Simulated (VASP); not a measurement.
Set up this calculation in VASP 6.6.1, as the native input.

```yaml
Task: single point
Functional: r2SCAN
Potentials_or_basis: VASP PAW PBE potentials, release 64 (Mo_sv, S)
Cutoff: 520 eV
k_mesh: 10 × 10 × 10
Occupations: fermi-dirac, width 0.02 eV
Spin: no spin polarisation
Dipole_correction: no
Further_INCAR_settings: ALGO = Normal; EDIFF = 1e-07; NBANDS = 20
```

Crystal: MoS2.

```
Mo S
1.0
     1.59653    0.92176    6.07723
    -1.59653    0.92176    6.07723
     0.00000   -1.84351    6.07723
Mo S
1 2
Cartesian
  0.0000 0.0000 0.0000
  0.0000 0.0000 4.5110
  0.0000 0.0000 13.7207
```

The input as run:

POSCAR

```
MoS2
1.0
    1.5965300440      0.9217570506      6.0772314290
   -1.5965300440      0.9217570506      6.0772314290
    0.0000000000     -1.8435141013      6.0772314290
Mo S
1 2
Direct
    0.0000000000      0.0000000000      0.0000000000
    0.2474267342      0.2474267342      0.2474267342
    0.7525732658      0.7525732658      0.7525732658
```

INCAR.step1

```
PREC     = Accurate       # precision mode
ENCUT    = 520            # plane-wave cutoff, eV
ISMEAR   = -1             # smearing method
SIGMA    = 0.02           # smearing width, eV
LREAL    = False          # projectors in reciprocal space
LASPH    = True           # aspherical terms in the spheres
NELM     = 100            # most SCF steps
NBANDS   = 20             # bands
GGA      = PE             # functional
ALGO     = Normal         # electronic algorithm
EDIFF    = 1E-4           # SCF threshold, eV
LWAVE    = True           # write WAVECAR
LCHARG   = False          # write CHGCAR
```

INCAR.step2

```
PREC     = Accurate       # precision mode
ENCUT    = 520            # plane-wave cutoff, eV
EDIFF    = 1E-7           # SCF threshold, eV
ISMEAR   = -1             # smearing method
SIGMA    = 0.02           # smearing width, eV
LREAL    = False          # projectors in reciprocal space
LASPH    = True           # aspherical terms in the spheres
NELM     = 100            # most SCF steps
ALGO     = Normal         # electronic algorithm
ISIF     = 2              # what is computed and relaxed
LWAVE    = False          # write WAVECAR
LCHARG   = True           # write CHGCAR
METAGGA  = R2SCAN         # meta-GGA
LMIXTAU  = True         
LELF     = True           # ELF
LVHAR    = True         
NBANDS   = 20             # bands
ISTART   = 1
```

KPOINTS

```
regular mesh
0
Gamma
  10 10 10
```

Potentials or basis: VASP PAW PBE potentials, release 64 (Mo_sv, S).

The run is started by

```console
$ cat potpaw_PBE.64/Mo_sv/POTCAR potpaw_PBE.64/S/POTCAR > POTCAR
$ cp INCAR.step1 INCAR
$ mpirun -np 1 vasp_std > vasp.out
$ cp INCAR.step2 INCAR
$ mpirun -np 1 vasp_std > vasp.out
```

Results of the run:

* Pressure: 1.2 GPa
* Largest force: 0.068 eV/Å
* Band gap on the k mesh: zero (band 13 reaches 7.90 eV, above the bottom of band 14 at 7.16 eV)

Caveat: the PAW data sets were made with another functional, which shifts forces and pressure a little.

It took 14 min on 1 thread of Intel(R) Xeon(R) Platinum 8488C (Sapphire Rapids), on a shared host, peak memory 0.42 GiB.
